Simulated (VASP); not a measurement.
# Yb (Fd-3m) in VASP: notebook

The runs below take Yb through single point, with PBE.

Everything below comes from runs of VASP 6.6.1. Logs are shortened: lines on timing, memory, paths and dates and some standing lists are left out, and cuts for length are marked.

## Step 1: The cell of the first run

It takes space group Fd-3m (No. 227, cubic). The conventional cell has a = 8.283 Å, b = 8.283 Å, c = 8.283 Å, α = 90.00°, β = 90.00°, γ = 90.00°. Within 4.7 Å of Yb (site symmetry -43m) lie 4 Yb at 3.59 Å.

This isn't the form of Yb at room conditions, which is fcc.

## Step 2: Single point, PBE (71.03 Å³/atom)

INCAR

```
  ALGO = Normal
  EDIFF = 1E-6
  ENCUT = 520
  GGA = PE
  ISIF = 2
  ISMEAR = -1
  LASPH = True
  LCHARG = False
  LREAL = False
  LWAVE = False
  NBANDS = 31
  NELM = 80
  PREC = Accurate
  SIGMA = 0.1
```

KPOINTS

```
k-points
0
Gamma
  7 7 7
```

POSCAR

```
Yb
1.0
    0.0000000000      4.1414161148      4.1414161148
    4.1414161148      0.0000000000      4.1414161148
    4.1414161148      4.1414161148      0.0000000000
Yb
2
Direct
    0.1250000000      0.1250000000      0.1250000000
    0.8750000000      0.8750000000      0.8750000000
```

Potentials or basis: VASP PAW PBE potentials, release 64 (Yb).

Command:

```bash
> cat potpaw_PBE.64/Yb/POTCAR > POTCAR
> mpirun -np 1 vasp_std > vasp.out
```

OUTCAR:

```text
EDIFF = 1E-6
   ENCUT = 520
   GGA = PE
   ISIF = 2
   ISMEAR = -1
   LASPH = True
   LREAL = False
   NELM = 80
   PREC = Accurate

 ion  position               nearest neighbor table
   1  0.125  0.125  0.125-   2 3.59   2 3.59   2 3.59   2 3.59
   2  0.875  0.875  0.875-   1 3.59   1 3.59   1 3.59   1 3.59

  LATTYP: Found a face centered cubic cell.
 ALAT       =     8.2828322296

  Lattice vectors:

 A1 = (   0.0000000000,   4.1414161148,   4.1414161148)
 A2 = (   4.1414161148,   0.0000000000,   4.1414161148)
 A3 = (   4.1414161148,   4.1414161148,   0.0000000000)

Analysis of symmetry for initial positions (statically):
=====================================================================
 Subroutine PRICEL returns:
 Original cell was already a primitive cell.

 Routine SETGRP: Setting up the symmetry group for a
 face centered cubic supercell.

 Subroutine GETGRP returns: Found 48 space group operations
 (whereof 12 operations were pure point group operations)
 out of a pool of 48 trial point group operations.

The static configuration has the point symmetry D_3d.
 The point group associated with its full space group is O_h .

Analysis of symmetry for dynamics (positions and initial velocities):
=====================================================================
 Subroutine PRICEL returns:
 Original cell was already a primitive cell.

 Routine SETGRP: Setting up the symmetry group for a
 face centered cubic supercell.

 Subroutine GETGRP returns: Found 48 space group operations
 (whereof 12 operations were pure point group operations)
 out of a pool of 48 trial point group operations.

The dynamic configuration has the point symmetry D_3d.
 The point group associated with its full space group is O_h .

 Subroutine INISYM returns: Found 48 space group operations
 (whereof 12 operations are pure point group operations),
 and found     1 'primitive' translations

----------------------------------------------------------------------------------------

                                     Primitive cell

  volume of cell :     142.0616

  direct lattice vectors                    reciprocal lattice vectors
     0.000000000  4.141416115  4.141416115    -0.120731650  0.120731650  0.120731650
     4.141416115  0.000000000  4.141416115     0.120731650 -0.120731650  0.120731650
     4.141416115  4.141416115  0.000000000     0.120731650  0.120731650 -0.120731650

  length of vectors
     5.856846837  5.856846837  5.856846837     0.209113352  0.209113352  0.209113352

  position of ions in fractional coordinates (direct lattice)
     0.125000000  0.125000000  0.125000000
     0.875000000  0.875000000  0.875000000

  ion indices of the primitive-cell ions
   primitive index   ion index
                 1           1
                 2           2

----------------------------------------------------------------------------------------

 KPOINTS: k-points

Automatic generation of k-mesh.
 Grid dimensions read from file:
 generate k-points for:    7    7    7

 Generating k-lattice:

  Cartesian coordinates                     Fractional coordinates (reciprocal lattice)
    -0.017247379  0.017247379  0.017247379     0.142857143  0.000000000  0.000000000
     0.017247379 -0.017247379  0.017247379     0.000000000  0.142857143  0.000000000
     0.017247379  0.017247379 -0.017247379     0.000000000  0.000000000  0.142857143

  Length of vectors
     0.029873336  0.029873336  0.029873336

  Shift w.r.t. Gamma in fractional coordinates (k-lattice)
     0.000000000  0.000000000  0.000000000

 Subroutine IBZKPT returns following result:
 ===========================================

 Found     20 irreducible k-points:

 Following reciprocal coordinates:
            Coordinates               Weight
  0.000000  0.000000  0.000000      1.000000
  0.142857  0.000000  0.000000      8.000000
  0.285714  0.000000  0.000000      8.000000
  0.428571  0.000000  0.000000      8.000000
  0.142857  0.142857  0.000000      6.000000
  0.285714  0.142857  0.000000     24.000000
[... 12 lines left out ...]
 -0.428571  0.428571  0.142857     24.000000
 -0.285714  0.428571  0.142857     24.000000
   k-points           NKPTS =     20   k-points in BZ     NKDIM =     20   number of bands    NBANDS=     31
   number of dos      NEDOS =    301   number of ions     NIONS =      2
   total plane-waves  NPLWV = 110592
   dimension x,y,z NGX =    48 NGY =   48 NGZ =   48
   dimension x,y,z NGXF=    96 NGYF=   96 NGZF=   96
   ions per type =               2
   NGX,Y,Z   is equivalent  to a cutoff of  13.62, 13.62, 13.62 a.u.
   NGXF,Y,Z  is equivalent  to a cutoff of  27.25, 27.25, 27.25 a.u.
 SYSTEM =  unknown system
   PREC   = accura    normal or accurate (medium, high low for compatibility)
   ISTART =      0    job   : 0-new  1-cont  2-samecut
   ICHARG =      2    charge: 1-file 2-atom 10-const
   ISPIN  =      1    spin polarized calculation?
   LNONCOLLINEAR =      F non collinear calculations
   LSORBIT =      F    spin-orbit coupling
   LASPH  =      T    aspherical Exc in radial PAW
   ENCUT  =  520.0 eV  38.22 Ry    6.18 a.u.  10.89 10.89 10.89*2*pi/ulx,y,z
   NELM   =     80;   NELMIN=  2; NELMDL= -5     # of ELM steps
   EDIFF  = 0.1E-05   stopping-criterion for ELM
   LREAL  =      F    real-space projection
   EDIFFG = 0.1E-04   stopping-criterion for IOM
   NSW    =      0    number of steps for IOM
   IBRION =     -1    ionic relax: 0-MD 1-quasi-New 2-CG
   NFREE  =      0    steps in history (QN), initial steepest desc. (CG)
   ISIF   =      2    stress and relaxation
   ISYM   =      2    0-nonsym 1-usesym 2-fastsym
   POTIM  = 0.5000    time-step for ionic-motion
   TEBEG  =    0.0;   TEEND  =   0.0 temperature during run
   PSTRESS=    0.0 pullay stress
   NELECT =      48.0000    total number of electrons
   NUPDOWN=      -1.0000    fix difference up-down
   EMIN   =  10.00;   EMAX   =-10.00  energy-range for DOS
   EFERMI =   0.00;   METHOD = LEGACY
   ISMEAR =    -1;   SIGMA  =   0.10  broadening in eV -4-tet -1-fermi 0-gaus
   EFERMI_NEDOS =   21; number of points for ismear=-14 and -15
   IALGO  =     38    algorithm
   IMIX   =      4    mixing-type and parameters
     AMIX     =   0.40;   BMIX     =  1.00
     AMIX_MAG =   1.60;   BMIX_MAG =  1.00
  volume/ion in A,a.u.               =      71.03       479.34
  Fermi-wavevector in a.u.,A,eV,Ry     =   1.140240  2.154742 17.689586  1.300148
  Thomas-Fermi vector in A             =   2.276943
   LORBIT       =      0    0 simple, 1 ext, 2 COOP (PROOUT), +10 PAW based schemes
   GGA     = PE    functional components
   LHFCALC =     F    Hartree Fock is set to
   AEXX    =    0.0000 exact exchange contribution
   IVDW    =     0    specifies the selected vdW correction
   LEPSILON=     F    determine dielectric tensor
   LRPA    =     F    only Hartree local field effects (RPA)
 non-spin polarized calculation
  energy-cutoff  :      520.00
  volume of cell :      142.06
 maximum number of plane-waves:      3839
 NGX is ok and might be reduce to    48
   NGX = 21   NGY = 21   NGZ = 21

 number of electron      47.9999989 magnetization

 Free energy of the ion-electron system (eV)
  ---------------------------------------------------
  ext. energy  EPLUGINS =         0.00000000
  ---------------------------------------------------
  free energy    TOTEN  =        -4.80451971 eV

  energy without entropy =       -4.62946015  energy(sigma->0) =       -4.71698993

 E-fermi :  -0.3246     XC(G=0):  -6.7075

 val. band max:       -0.3251088882   @ k =   0.2857   0.0000   0.0000
 cond. band min:      -0.2704148902   @ k =  -0.4286   0.4286   0.1429
 fundamental gap:      0.0546939980
 Fermi energy:        -0.3246040174

 k-point     1 :       0.0000    0.0000    0.0000
  band No.  band energies     occupation
      1     -52.6270      2.00000
      2     -52.6096      2.00000
      3     -25.0991      2.00000
      4     -25.0991      2.00000
      5     -25.0991      2.00000
      6     -24.9702      2.00000
[... 23 lines left out ...]
     30       1.5847      0.00000
     31       1.5847      0.00000

 k-point     2 :       0.1429    0.0000    0.0000
  band No.  band energies     occupation
      1     -52.6263      2.00000
      2     -52.6102      2.00000
      3     -25.1016      2.00000
      4     -25.1016      2.00000
      5     -25.0979      2.00000
      6     -24.9718      2.00000
[... 23 lines left out ...]
     30       1.6050      0.00000
     31       1.6050      0.00000

 k-point     3 :       0.2857    0.0000    0.0000
  band No.  band energies     occupation
      1     -52.6247      2.00000
      2     -52.6119      2.00000
      3     -25.1067      2.00000
      4     -25.1067      2.00000
      5     -25.0949      2.00000
      6     -24.9756      2.00000
[... 23 lines left out ...]
     30       1.7567      0.00000
     31       1.7567      0.00000

 k-point     4 :       0.4286    0.0000    0.0000
  band No.  band energies     occupation
      1     -52.6229      2.00000
      2     -52.6136      2.00000
      3     -25.1106      2.00000
      4     -25.1106      2.00000
      5     -25.0925      2.00000
      6     -24.9787      2.00000
[... 23 lines left out ...]
     30       2.0306      0.00000
     31       2.0306      0.00000

 k-point     5 :       0.1429    0.1429    0.0000
  band No.  band energies     occupation
      1     -52.6261      2.00000
      2     -52.6104      2.00000
      3     -25.1043      2.00000
      4     -25.1043      2.00000
      5     -25.0930      2.00000
      6     -24.9768      2.00000
[... 23 lines left out ...]
     30       1.5832      0.00000
     31       1.5832      0.00000
[... 406 lines left out ...]
     30       1.6705      0.00000
     31       2.0039      0.00000

 k-point    18 :      -0.4286    0.2857    0.1429
  band No.  band energies     occupation
      1     -52.6214      2.00000
      2     -52.6152      2.00000
      3     -25.1225      2.00000
      4     -25.1164      2.00000
      5     -25.0666      2.00000
      6     -25.0044      2.00000
[... 23 lines left out ...]
     30       1.8441      0.00000
     31       2.3937      0.00000

 k-point    19 :      -0.4286    0.4286    0.1429
  band No.  band energies     occupation
      1     -52.6200      2.00000
      2     -52.6165      2.00000
      3     -25.1234      2.00000
      4     -25.1215      2.00000
      5     -25.0504      2.00000
      6     -25.0210      2.00000
[... 23 lines left out ...]
     30       1.5849      0.00000
     31       2.4199      0.00000

 k-point    20 :      -0.2857    0.4286    0.1429
  band No.  band energies     occupation
      1     -52.6195      2.00000
      2     -52.6171      2.00000
      3     -25.1249      2.00000
      4     -25.1207      2.00000
      5     -25.0486      2.00000
      6     -25.0227      2.00000
[... 23 lines left out ...]
     30       1.7080      0.00000
     31       2.5704      0.00000

------------------------ aborting loop because EDIFF is reached ----------------------------------------

  FORCE on cell =-STRESS in cart. coord.  units (eV):
  Direction    XX          YY          ZZ          XY          YZ          ZX
  --------------------------------------------------------------------------------------
  -------------------------------------------------------------------------------------
  Total        0.3574189      0.3574189      0.3574189     -0.0000000     -0.0000000      0.0000000
  in kB        4.0309877      4.0309877      4.0309877     -0.0000000     -0.0000000      0.0000000
  external PRESSURE =       4.0309877 kB  Pullay stress =       0.0000000 kB

 VOLUME and BASIS-vectors are now :
 -----------------------------------------------------------------------------
  energy-cutoff  :      520.00
  volume of cell :      142.06
      direct lattice vectors                 reciprocal lattice vectors
     0.000000000  4.141416115  4.141416115    -0.120731650  0.120731650  0.120731650
     4.141416115  0.000000000  4.141416115     0.120731650 -0.120731650  0.120731650
     4.141416115  4.141416115  0.000000000     0.120731650  0.120731650 -0.120731650

 POSITION                                       TOTAL-FORCE (eV/Angst)
 -----------------------------------------------------------------------------------
      1.03535      1.03535      1.03535         0.000000      0.000000      0.000000
      7.24748      7.24748      7.24748        -0.000000     -0.000000     -0.000000
 -----------------------------------------------------------------------------------
    total drift:                                0.000000      0.000000      0.000000

  FREE ENERGIE OF THE ION-ELECTRON SYSTEM (eV)
  ---------------------------------------------------
  free  energy   TOTEN  =        -4.8045197071 eV

  energy  without entropy=       -4.6294601489  energy(sigma->0) =       -4.71698993
```

Run time: 7.5 min. Hardware: 1 thread of Intel Xeon 8259CL, shared host; peak memory 0.36 GiB.

Results:

* Free energy: -4.8045 eV
* Pressure: 0.4 GPa
* Band gap on the k mesh: zero (bands 24 and 25 overlap by 1.14 eV)

Caveat: spin-orbit coupling is left out, which moves the levels of the heavy elements.

## Step 3: Single point, PBE (74.26 Å³/atom)

This run uses another cell than the first one, of 74.26 Å³/atom.

INCAR

```
SYSTEM = Yb
  PREC = Accurate
  ENCUT = 520
  EDIFF = 1E-7
  ISMEAR = -1
  SIGMA = 0.1
  LREAL = .False.
  LASPH = .True.
  NELM = 80
  ALGO = Normal
  ISIF = 2
  LWAVE = .False.
  LCHARG = .False.
  GGA = PE
  NBANDS = 31
```

KPOINTS

```
regular mesh
0
Gamma
  7 7 7
  0 0 0
```

POSCAR

```
Yb
1.0
    0.0000000000      4.2032374099      4.2032374099
    4.2032374099      0.0000000000      4.2032374099
    4.2032374099      4.2032374099      0.0000000000
Yb
2
Direct
    0.1250000000      0.1250000000      0.1250000000
    0.8750000000      0.8750000000      0.8750000000
```

Potentials or basis: VASP PAW PBE potentials, release 64 (Yb).

Command:

```bash
> cat potpaw_PBE.64/Yb/POTCAR > POTCAR
> mpirun -np 1 vasp_std > vasp.out
```

It took 8.3 min on 1 thread of Intel Xeon 8259CL, shared host; peak memory 0.37 GiB.

Results (log left out):

```
Free energy            : -4.8201 eV
Pressure               : 0.3 GPa
Band gap on the k mesh : zero (bands 24 and 25 overlap by 1.10 eV)
```

Levels at points of the mesh, in eV from the Fermi level:
```csv
k point,band 22,band 23,band 24,band 25,band 26,band 27
"(0.00, 0.00, 0.00)",-0.51,-0.51,0.96,0.96,0.96,1.13
```

Caveat: spin-orbit coupling is left out, which moves the levels of the heavy elements.

## Step 4: Single point, PBE (77.49 Å³/atom)

This run uses another cell than the first one, of 77.49 Å³/atom.

INCAR

```
SYSTEM = Yb
PREC     = Accurate       ! precision mode
ENCUT    = 520            ! plane-wave cutoff, eV
EDIFF    = 1E-7           ! SCF threshold, eV
ISMEAR   = -1             ! smearing method
SIGMA    = 0.1            ! smearing width, eV
LREAL    = .False.        ! projectors in reciprocal space
LASPH    = .True.         ! aspherical terms in the spheres
NELM     = 100            ! most SCF steps
ALGO     = Normal         ! electronic algorithm
ISIF     = 2              ! what is computed and relaxed
LWAVE    = .False.        ! write WAVECAR
LCHARG   = .True.         ! write CHGCAR
GGA      = PE             ! functional
LELF     = .True.         ! ELF
LVHAR    = .True.       
NBANDS   = 31             ! bands
```

KPOINTS is that of step 3.

POSCAR

```
Yb
1.0
    0.0000000000      4.2632917723      4.2632917723
    4.2632917723      0.0000000000      4.2632917723
    4.2632917723      4.2632917723      0.0000000000
Yb
2
Direct
    0.1250000000      0.1250000000      0.1250000000
    0.8750000000      0.8750000000      0.8750000000
```

Command:

```bash
> cat potpaw_PBE.64/Yb/POTCAR > POTCAR
> mpirun -np 1 vasp_std > vasp.out
```

Wall time 8.7 min (1 thread of Intel Xeon 8259CL, shared host); peak memory 0.37 GiB.

Results (log left out):

| Property | Result |
| --- | --- |
| Free energy | -4.8281 eV |
| Pressure | 0.0 GPa |
| Band gap on the k mesh | zero (bands 24 and 25 overlap by 1.05 eV) |

Levels at points of the mesh, in eV from the Fermi level:
| k point | band 21 | band 22 | band 23 | band 24 | band 25 | band 26 | band 27 | band 28 |
| --- | --- | --- | --- | --- | --- | --- | --- | --- |
| (0.00, 0.00, 0.00) | -0.52 | -0.52 | -0.52 | 0.94 | 0.94 | 0.94 | 1.14 | 1.14 |

Caveat: spin-orbit coupling is left out, which moves the levels of the heavy elements. Spin polarisation is off, so any magnetic state and its effect on volume and gap are missing.

[end of part 1 of 2]
